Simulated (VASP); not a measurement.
# BeS (I-4m2) in VASP: a series of runs

BeS is run at these levels: LDA; tasks: single point.

Everything below comes from runs of VASP 6.6.1. Logs are shortened: lines on timing, memory, paths and dates and some standing lists are left out, and cuts for length are marked.

## 1. The cell of the first run

Symmetry: I-4m2, No. 119, tetragonal system. Conventional cell: a = 3.375 Å, b = 3.375 Å, c = 4.811 Å, α = 90.00°, β = 90.00°, γ = 90.00°. Within 2.7 Å of Be (site symmetry -4m2) lie 4 S at 2.07 Å. Within 2.7 Å of S (site symmetry -4m2) lie 4 Be at 2.07 Å.

## 2. Single point, LDA (in-plane strain -0.005)

File INCAR:

```
SYSTEM = BeS
ALGO = Normal ; EDIFF = 1E-6
ENCUT = 520 ; ISIF = 2
ISMEAR = 0 ; LASPH = .True.
LCHARG = .False. ; LREAL = .False.
LWAVE = .False. ; NBANDS = 11
NELM = 100 ; PREC = Accurate
SIGMA = 0.01
```

File KPOINTS:

```
k-points
0
Gamma
  8 8 8
  0 0 0
```

File POSCAR:

```
BeS
1.0
    2.3861772186      2.3861772186      0.0000000000
   -2.3861772186      2.3861772186      0.0000000000
    0.0000000000      2.3861772186      2.4053625630
Be S
1 1
Direct
    0.0000000000      0.0000000000      0.0000000000
    0.7500000000      0.2500000000      0.5000000000
```

Potentials or basis: VASP PAW LDA potentials, release 64 (Be, S).

Command:

```console
> cat potpaw_LDA.64/Be/POTCAR potpaw_LDA.64/S/POTCAR > POTCAR
> mpirun -np 1 vasp_std > vasp.out
```

OUTCAR:

```text
SYSTEM = BeS
   EDIFF = 1E-6
   ENCUT = 520
   ISIF = 2
   ISMEAR = 0
   LASPH = .True.
   LREAL = .False.
   NELM = 100
   PREC = Accurate

 ion  position               nearest neighbor table
   1  0.000  0.000  0.000-   2 2.07   2 2.07   2 2.07   2 2.07
   2  0.750  0.250  0.500-   1 2.07   1 2.07   1 2.07   1 2.07

  LATTYP: Found a body centered tetragonal cell.
 ALAT       =     3.3745641848
 C/A-ratio  =     1.4255841236

  Lattice vectors:

 A1 = (   2.3861772186,   0.0000000000,  -2.4053625630)
 A2 = (  -2.3861772186,   0.0000000000,  -2.4053625630)
 A3 = (   0.0000000000,   2.3861772186,   2.4053625630)

Analysis of symmetry for initial positions (statically):
=====================================================================
 Subroutine PRICEL returns:
 Original cell was already a primitive cell.

 Routine SETGRP: Setting up the symmetry group for a
 body centered tetragonal supercell.

 Subroutine GETGRP returns: Found  8 space group operations
 (whereof  8 operations were pure point group operations)
 out of a pool of 16 trial point group operations.

The static configuration has the point symmetry D_2d.

Analysis of symmetry for dynamics (positions and initial velocities):
=====================================================================
 Subroutine PRICEL returns:
 Original cell was already a primitive cell.

 Routine SETGRP: Setting up the symmetry group for a
 body centered tetragonal supercell.

 Subroutine GETGRP returns: Found  8 space group operations
 (whereof  8 operations were pure point group operations)
 out of a pool of 16 trial point group operations.

The dynamic configuration has the point symmetry D_2d.

 Subroutine INISYM returns: Found  8 space group operations
 (whereof  8 operations are pure point group operations),
 and found     1 'primitive' translations

----------------------------------------------------------------------------------------

                                     Primitive cell

  volume of cell :      27.3915

  direct lattice vectors                    reciprocal lattice vectors
     2.386177219  2.386177219  0.000000000     0.209540178  0.209540178 -0.207868871
    -2.386177219  2.386177219  0.000000000    -0.209540178  0.209540178 -0.207868871
     0.000000000  2.386177219  2.405362563     0.000000000  0.000000000  0.415737742

  length of vectors
     3.374564185  3.374564185  3.388157431     0.361971878  0.361971878  0.415737742

  position of ions in fractional coordinates (direct lattice)
     0.000000000  0.000000000  0.000000000
     0.750000000  0.250000000  0.500000000

  ion indices of the primitive-cell ions
   primitive index   ion index
                 1           1
                 2           2

----------------------------------------------------------------------------------------

 KPOINTS: k-points

Automatic generation of k-mesh.
 Grid dimensions read from file:
 generate k-points for:    8    8    8

 Generating k-lattice:

  Cartesian coordinates                     Fractional coordinates (reciprocal lattice)
     0.026192522  0.026192522 -0.025983609     0.125000000  0.000000000 -0.000000000
    -0.026192522  0.026192522 -0.025983609     0.000000000  0.125000000 -0.000000000
     0.000000000  0.000000000  0.051967218     0.000000000  0.000000000  0.125000000

  Length of vectors
     0.045246485  0.045246485  0.051967218

  Shift w.r.t. Gamma in fractional coordinates (k-lattice)
     0.000000000  0.000000000  0.000000000

 Subroutine IBZKPT returns following result:
 ===========================================

 Found     59 irreducible k-points:

 Following reciprocal coordinates:
            Coordinates               Weight
  0.000000  0.000000  0.000000      1.000000
  0.125000  0.000000 -0.000000      8.000000
  0.250000  0.000000 -0.000000      8.000000
  0.375000  0.000000  0.000000      8.000000
  0.500000  0.000000 -0.000000      4.000000
  0.125000  0.125000 -0.000000      8.000000
[... 16 lines left out ...]
  0.250000  0.000000  0.125000      4.000000
  0.375000  0.000000  0.125000      8.000000
 [... further k-points ...]
   k-points           NKPTS =     59   k-points in BZ     NKDIM =     59   number of bands    NBANDS=     11
   number of dos      NEDOS =    301   number of ions     NIONS =      2
   total plane-waves  NPLWV =  21952
   dimension x,y,z NGX =    28 NGY =   28 NGZ =   28
   dimension x,y,z NGXF=    56 NGYF=   56 NGZF=   56
   ions per type =               1   1
   NGX,Y,Z   is equivalent  to a cutoff of  13.79, 13.79, 13.74 a.u.
   NGXF,Y,Z  is equivalent  to a cutoff of  27.59, 27.59, 27.48 a.u.
 SYSTEM =  BeS
   PREC   = accura    normal or accurate (medium, high low for compatibility)
   ISTART =      0    job   : 0-new  1-cont  2-samecut
   ICHARG =      2    charge: 1-file 2-atom 10-const
   ISPIN  =      1    spin polarized calculation?
   LNONCOLLINEAR =      F non collinear calculations
   LSORBIT =      F    spin-orbit coupling
   LASPH  =      T    aspherical Exc in radial PAW
   ENCUT  =  520.0 eV  38.22 Ry    6.18 a.u.   6.27  6.27  6.30*2*pi/ulx,y,z
   NELM   =    100;   NELMIN=  2; NELMDL= -5     # of ELM steps
   EDIFF  = 0.1E-05   stopping-criterion for ELM
   LREAL  =      F    real-space projection
   EDIFFG = 0.1E-04   stopping-criterion for IOM
   NSW    =      0    number of steps for IOM
   IBRION =     -1    ionic relax: 0-MD 1-quasi-New 2-CG
   NFREE  =      0    steps in history (QN), initial steepest desc. (CG)
   ISIF   =      2    stress and relaxation
   ISYM   =      2    0-nonsym 1-usesym 2-fastsym
   POTIM  = 0.5000    time-step for ionic-motion
   TEBEG  =    0.0;   TEEND  =   0.0 temperature during run
   PSTRESS=    0.0 pullay stress
   NELECT =       8.0000    total number of electrons
   NUPDOWN=      -1.0000    fix difference up-down
   EMIN   =  10.00;   EMAX   =-10.00  energy-range for DOS
   EFERMI =   0.00;   METHOD = LEGACY
   ISMEAR =     0;   SIGMA  =   0.01  broadening in eV -4-tet -1-fermi 0-gaus
   EFERMI_NEDOS =   21; number of points for ismear=-14 and -15
   IALGO  =     38    algorithm
   IMIX   =      4    mixing-type and parameters
     AMIX     =   0.40;   BMIX     =  1.00
     AMIX_MAG =   1.60;   BMIX_MAG =  1.00
  volume/ion in A,a.u.               =      13.70        92.42
  Fermi-wavevector in a.u.,A,eV,Ry     =   1.086174  2.052572 16.051808  1.179775
  Thomas-Fermi vector in A             =   2.222305
   LORBIT       =      0    0 simple, 1 ext, 2 COOP (PROOUT), +10 PAW based schemes
   GGA     = CA    functional components
   LHFCALC =     F    Hartree Fock is set to
   AEXX    =    0.0000 exact exchange contribution
   IVDW    =     0    specifies the selected vdW correction
   LEPSILON=     F    determine dielectric tensor
   LRPA    =     F    only Hartree local field effects (RPA)
 non-spin polarized calculation
 Gauss-broadening in eV      SIGMA  =   0.01
  energy-cutoff  :      520.00
  volume of cell :       27.39
 maximum number of plane-waves:       750
 NGX is ok and might be reduce to    28
   NGX = 13   NGY = 13   NGZ = 13

 number of electron       8.0000001 magnetization

 Free energy of the ion-electron system (eV)
  ---------------------------------------------------
  ext. energy  EPLUGINS =         0.00000000
  ---------------------------------------------------
  free energy    TOTEN  =       -11.14141425 eV

  energy without entropy =      -11.14141425  energy(sigma->0) =      -11.14141425

 E-fermi :   4.5989     XC(G=0): -10.1509

 val. band max:        4.4718142031   @ k =   0.0000   0.0000   0.0000
 cond. band min:       7.2499068891   @ k =   0.5000   0.5000  -0.0000
 fundamental gap:      2.7780926860
 Fermi energy:         4.5988904413

 k-point     1 :       0.0000    0.0000    0.0000
  band No.  band energies     occupation
      1      -9.4764      2.00000
      2       4.4267      2.00000
      3       4.4718      2.00000
      4       4.4718      2.00000
      5       9.9778      0.00000
      6       9.9778      0.00000
      7       9.9888      0.00000
      8      10.4781      0.00000
      9      17.2572      0.00000
     10      17.4432      0.00000
     11      19.3804      0.00000

 k-point     2 :       0.1250    0.0000   -0.0000
  band No.  band energies     occupation
      1      -9.2882      2.00000
      2       3.1890      2.00000
      3       4.2207      2.00000
      4       4.2597      2.00000
      5       9.9872      0.00000
      6      10.3576      0.00000
      7      10.3626      0.00000
      8      11.7565      0.00000
      9      16.5209      0.00000
     10      16.6641      0.00000
     11      19.0802      0.00000

 k-point     3 :       0.2500    0.0000   -0.0000
  band No.  band energies     occupation
      1      -8.7659      2.00000
      2       0.9803      2.00000
      3       3.7858      2.00000
      4       3.8429      2.00000
      5       9.9879      0.00000
      6      10.9112      0.00000
      7      10.9371      0.00000
      8      13.8586      0.00000
      9      16.3057      0.00000
     10      16.3602      0.00000
     11      18.6326      0.00000

 k-point     4 :       0.3750    0.0000    0.0000
  band No.  band energies     occupation
      1      -8.0912      2.00000
      2      -0.8789      2.00000
      3       3.4400      2.00000
      4       3.5118      2.00000
      5       9.9719      0.00000
      6      10.9426      0.00000
      7      11.0037      0.00000
      8      15.2189      0.00000
      9      17.7354      0.00000
     10      17.7695      0.00000
     11      18.9589      0.00000
[... 239 lines left out ...]
 k-point    22 :       0.0000    0.0000    0.1250
  band No.  band energies     occupation
      1      -9.2285      2.00000
      2       3.4378      2.00000
      3       3.8370      2.00000
      4       3.8370      2.00000
      5       9.5194      0.00000
      6      10.9916      0.00000
      7      10.9916      0.00000
      8      11.6104      0.00000
      9      15.1855      0.00000
     10      17.7855      0.00000
     11      19.9017      0.00000

 k-point    23 :       0.2500    0.0000    0.1250
  band No.  band energies     occupation
      1      -8.9847      2.00000
      2       2.1420      2.00000
      3       3.1886      2.00000
      4       4.2381      2.00000
      5      10.3547      0.00000
      6      10.5584      0.00000
      7      11.0416      0.00000
      8      12.7169      0.00000
      9      15.4091      0.00000
     10      16.9894      0.00000
     11      19.8025      0.00000

 k-point    24 :       0.3750    0.0000    0.1250
  band No.  band energies     occupation
      1      -8.3972      2.00000
      2       0.3331      2.00000
      3       2.5485      2.00000
      4       3.8179      2.00000
      5      10.5785      0.00000
      6      11.1666      0.00000
      7      11.3574      0.00000
      8      13.7398      0.00000
      9      15.4020      0.00000
     10      18.4945      0.00000
     11      19.6735      0.00000

 [... further k-points ...]
[... 5 lines left out ...]
  --------------------------------------------------------------------------------------
  -------------------------------------------------------------------------------------
  Total        0.1765480      0.1765480      0.0378058      0.0000000      0.0000000      0.0000000
  in kB       10.3266015     10.3266015      2.2113259      0.0000000      0.0000000      0.0000000
  external PRESSURE =       7.6215096 kB  Pullay stress =       0.0000000 kB

 VOLUME and BASIS-vectors are now :
 -----------------------------------------------------------------------------
  energy-cutoff  :      520.00
  volume of cell :       27.39
      direct lattice vectors                 reciprocal lattice vectors
     2.386177219  2.386177219  0.000000000     0.209540178  0.209540178 -0.207868871
    -2.386177219  2.386177219  0.000000000    -0.209540178  0.209540178 -0.207868871
     0.000000000  2.386177219  2.405362563     0.000000000  0.000000000  0.415737742

 POSITION                                       TOTAL-FORCE (eV/Angst)
 -----------------------------------------------------------------------------------
      0.00000      0.00000      0.00000        -0.000000      0.000000      0.000000
      1.19309      3.57927      1.20268         0.000000     -0.000000      0.000000
 -----------------------------------------------------------------------------------
    total drift:                               -0.000000      0.000000      0.000000

  FREE ENERGIE OF THE ION-ELECTRON SYSTEM (eV)
  ---------------------------------------------------
  free  energy   TOTEN  =       -11.1414142498 eV

  energy  without entropy=      -11.1414142498  energy(sigma->0) =      -11.14141425
```

Wall time 20 s (1 thread of Intel Xeon Platinum 8259CL at 2.50GHz (Skylake/Cascade Lake), shared host); peak memory 0.13 GiB.

Results:

```
Free energy            : -11.1414 eV
Pressure               : 0.8 GPa
Band gap on the k mesh : 2.78 eV, indirect (least direct gap 5.51 eV)
```

Stress tensor (GPa, compression positive):
```
1.03 0.00 0.00
0.00 1.03 0.00
0.00 0.00 0.22
```

Levels at points of the mesh, in eV from the valence-band top:
```tsv
k point	band 2	band 3	band 4	band 5	band 6	band 7
(0.00, 0.00, 0.00)	-0.05	0.00	0.00	5.51	5.51	5.52
(0.50, 0.00, 0.00)	-6.12	-1.16	-1.08	5.49	6.38	6.45
(0.50, 0.50, 0.00)	-5.25	-2.86	-2.85	2.78	4.73	12.90
(0.00, 0.00, 0.50)	-5.30	-2.79	-2.79	2.84	4.80	12.92
```

Caveat: the cell differs from its parent crystal (in-plane strain -0.005). A k mesh can miss the band edges.

(Continued in part 2 of 2.)
